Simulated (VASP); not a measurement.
HgTe:

```
Hg Te
1.0
    -3.02516    3.02516    1.54894
     3.02516   -3.02516    1.54894
     3.02516    3.02516   -1.54894
Hg Te
1 1
Direct
  0.75000 0.25000 0.50000
  0.00000 0.00000 0.00000
```

Base run:

```yaml
Program: VASP 6.6.1
Functional: PBE
Potentials_or_basis: VASP PAW PBE potentials, release 64 (Hg, Te)
Cutoff: 520 eV
k_mesh: 10 × 10 × 10
Occupations: fermi-dirac, width 0.05 eV
Spin: no spin polarisation
```

Its results: band gap on the k mesh zero (bands 9 and 10 overlap by 3.49 eV); pressure 0.9 GPa.

Question: The run is repeated on the same cell with these changes: functional from PBE to LDA; potentials or basis from VASP PAW PBE potentials, release 64 (Hg, Te) to VASP PAW LDA potentials, release 64 (Hg, Te). What comes out?

Answer: Band gap on the k mesh zero (bands 9 and 10 overlap by 3.48 eV); pressure -4.0 GPa.

Caveats: spin-orbit coupling is left out, which moves the levels of the heavy elements; the cell stands under tension (at least some runs).
